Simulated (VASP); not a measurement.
Zr:

```
Zr
1.0
     4.86200    0.00000    0.00000
    -2.43100    4.21061    0.00000
     0.00000    0.00000    3.00634
Zr
3
Direct
  0.00000 0.00000 0.00000
  0.33333 0.66667 0.50000
  0.66667 0.33333 0.50000
```

This isn't the form of Zr at room conditions, which is hcp.

```yaml
Program: VASP 6.6.1
Task: relaxation of cell and atoms
Functional: r2SCAN
Potentials_or_basis: VASP PAW PBE potentials, release 64 (Zr_sv)
Cutoff: 600 eV
k_mesh: 6 × 6 × 6
Occupations: gaussian, width 0.1 eV
Spin: no spin polarisation
```

At the start: pressure 14.4 GPa; volume 20.52 Å³/atom.

Task: Where does the relaxation end?

Result: Over 5 steps the energy falls by 110.1 meV/atom and the volume is 23.13 Å³/atom (+12.7 %); space group P6/mmm (No. 191, to 0.1 Å) before and after.

Step by step:
| step | energy change (eV) | largest force (eV/Å) | pressure (GPa) | volume (Å³) |
| --- | --- | --- | --- | --- |
| 1 | 0.0000 | 0.0000 | 14.41 | 61.55 |
| 2 | 0.0336 | 0.0000 | -10.39 | 79.48 |
| 3 | -0.3288 | 0.0000 | -0.40 | 69.65 |
| 4 | -0.3290 | 0.0000 | -0.06 | 69.43 |
| 5 | -0.3303 | 0.0000 | -0.03 | 69.38 |

Final structure:
```
CELL_PARAMETERS angstrom
5.03103 0.00000 0.00000
-2.51552 4.35700 0.00000
0.00000 0.00000 3.16497
ATOMIC_POSITIONS crystal
Zr 0.00000 0.00000 0.00000
Zr 0.33333 0.66667 0.50000
Zr 0.66667 0.33333 0.50000
```

Caveat: the PAW data sets were made with another functional, which shifts forces and pressure a little.
